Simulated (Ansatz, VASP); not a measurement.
# MgO in VASP and in Ansatz

```
Mg O
1.0
     2.93802    0.00000    0.00000
    -1.46901    2.54440    0.00000
     0.00000    0.00000    2.67968
Mg O
1 1
Direct
  0.00000 0.00000 0.00000
  0.33333 0.66667 0.45335
```

Change from the starting cell: all O atoms moved +0.125 Å, as atom 2 towards its neighbour atom 2 (O) at 2.680 Å.

Alike in both runs: task single point; functional LDA; k mesh 9 × 9 × 8; occupations gaussian, width 0.05 eV; no spin polarisation.

```csv
,VASP,Ansatz
version,VASP 6.6.1,Ansatz 0.2.0
potentials or method,"VASP PAW LDA potentials, release 64 (Mg, O), cutoff 520 eV","scalar-relativistic, plane waves, PAW"
valence electrons in the cell,8,16
```

|  | VASP | Ansatz | Ansatz less VASP |
| --- | --- | --- | --- |
| gap on the k mesh at the Fermi level (eV) | 2.92 | 2.93 | +0.002 |
| least direct gap on the mesh (eV) | 3.35 | 3.35 | -0.001 |
| pressure (GPa) | -9.6 | -8.0 | +1.56 |
| traceless stress, the component that is largest in VASP (GPa) | -0.72 | -0.50 | +0.227 |
| rms of the force components (eV/Å) | 0.212 | 0.207 | -0.0048 |

LDA's correlation is that of Perdew and Zunger in VASP and of Perdew and Wang (1992) in Ansatz. Atom by atom the forces differ by 0.005 eV/Å (rms over components). VASP's potentials hold 8 valence electrons a cell and Ansatz's 16, so a difference there can come from the potentials and not from the codes.
